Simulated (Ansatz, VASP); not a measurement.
# One calculation of Si, two programs

Contents of INCAR:

```
SYSTEM = Si
PREC     = Accurate       ! precision mode
ENCUT    = 520            ! plane-wave cutoff, eV
EDIFF    = 1E-7           ! SCF threshold, eV
ISMEAR   = 0              ! smearing method
SIGMA    = 0.05           ! smearing width, eV
LREAL    = .False.        ! projectors in reciprocal space
LASPH    = .True.         ! aspherical terms in the spheres
NELM     = 100            ! most SCF steps
ALGO     = Normal         ! electronic algorithm
ISIF     = 2              ! what is computed and relaxed
LWAVE    = .False.        ! write WAVECAR
LCHARG   = .False.        ! write CHGCAR
GGA      = PE             ! functional
NBANDS   = 11             ! bands
```

Contents of KPOINTS:

```
Automatic mesh
0
Gamma
  8 8 8
  0 0 0
```

Contents of POSCAR:

```
Si
1.0
    0.0000000000      3.0116551664      2.7826189619
    2.4100078233      0.0000000000      2.7826189619
    2.4100078233      3.0116551664      0.0000000000
Si
2
Direct
    0.5000000000      0.5000000000      0.5000000000
    0.7500000000      0.7500000000      0.7500000000
```

Input for Ansatz:

```yaml
crystal:
  lattice:
    - [0.0, 3.0116551664, 2.7826189619]
    - [2.4100078233, 0.0, 2.7826189619]
    - [2.4100078233, 3.0116551664, 0.0]
  atoms:
    - { symbol: Si, position: [0.5, 0.5, 0.5] }
    - { symbol: Si, position: [0.75, 0.75, 0.75] }
basis:
  ecutwfc: 420
kpoints:
  mp_grid: { grid: [8, 8, 8] }
hamiltonian:
  xc: pbe
  pseudopotentials: { kind: paw, azcp: { folder: soft_1 } }
scf:
  occupations: { method: gaussian, width: 0.05 }
output:
  forces: true
  stress: true
  eigenvalues: true
```

Change from the starting cell: strain +e along x and -e along y -0.1100, strain +e along z and -e/2 along x and y +0.0175.

Alike in both runs: task single point; functional PBE; k mesh 8 × 8 × 8; occupations gaussian, width 0.05 eV; no spin polarisation.

```csv
,VASP,Ansatz
version,VASP 6.6.1,Ansatz 0.2.0
potentials or method,"VASP PAW PBE potentials, release 64 (Si), cutoff 520 eV","scalar-relativistic, plane waves, PAW"
valence electrons in the cell,8,8
```

|  | VASP | Ansatz | Ansatz less VASP |
| --- | --- | --- | --- |
| gap on the k mesh at the Fermi level (eV) | none | none | - |
| pressure (GPa) | -0.5 | -0.5 | +0.06 |
| traceless stress, the component that is largest in VASP (GPa) | -9.42 | -9.40 | +0.025 |

A gap of «none» marks a metal or a gap that the smearing closes.
